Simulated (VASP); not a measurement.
The system is Ag3SnSe.

```
Ag Sn Se
1.0
     4.87274    0.00000    0.00000
     0.00000    4.87274    0.00000
     0.00000    0.00000    4.87274
Ag Sn Se
3 1 1
Direct
  0.50000 0.00000 0.00000
  0.00000 0.50000 0.00000
  0.00000 0.00000 0.50000
  0.00000 0.00000 0.00000
  0.50000 0.50000 0.50000
```

- Program: VASP 6.6.1
- Task: relaxation of cell and atoms
- Functional: PBE
- Potentials or basis: VASP PAW PBE potentials, release 64 (Ag, Sn_d, Se)
- Cutoff: 600 eV
- k mesh: 4 × 4 × 4
- Occupations: gaussian, width 0.1 eV
- Spin: no spin polarisation

At the start: pressure 13.8 GPa; volume 23.14 Å³/atom.

**Question.** Where does the relaxation end?

**Answer.** Over 3 steps the energy falls by 185.4 meV/atom and the volume is 28.39 Å³/atom (+22.7 %); space group Pm-3m (No. 221, to 0.05 Å).

The path:
| step | energy change (eV) | largest force (eV/Å) | pressure (GPa) | volume (Å³) |
| --- | --- | --- | --- | --- |
| 1 | 0.0000 | 0.0000 | 13.82 | 115.70 |
| 2 | -0.8577 | 0.0000 | -2.10 | 152.43 |
| 3 | -0.9271 | 0.0000 | 0.15 | 141.97 |

Final structure:
```
Ag Sn Se
1.0
     5.21668    0.00000    0.00000
     0.00000    5.21668    0.00000
     0.00000    0.00000    5.21668
Ag Sn Se
3 1 1
Direct
  0.50000 0.00000 0.00000
  0.00000 0.50000 0.00000
  0.00000 0.00000 0.50000
  0.00000 0.00000 0.00000
  0.50000 0.50000 0.50000
```

Caveat: the volume moved by over 15 % at a fixed basis, so the end points are rough.
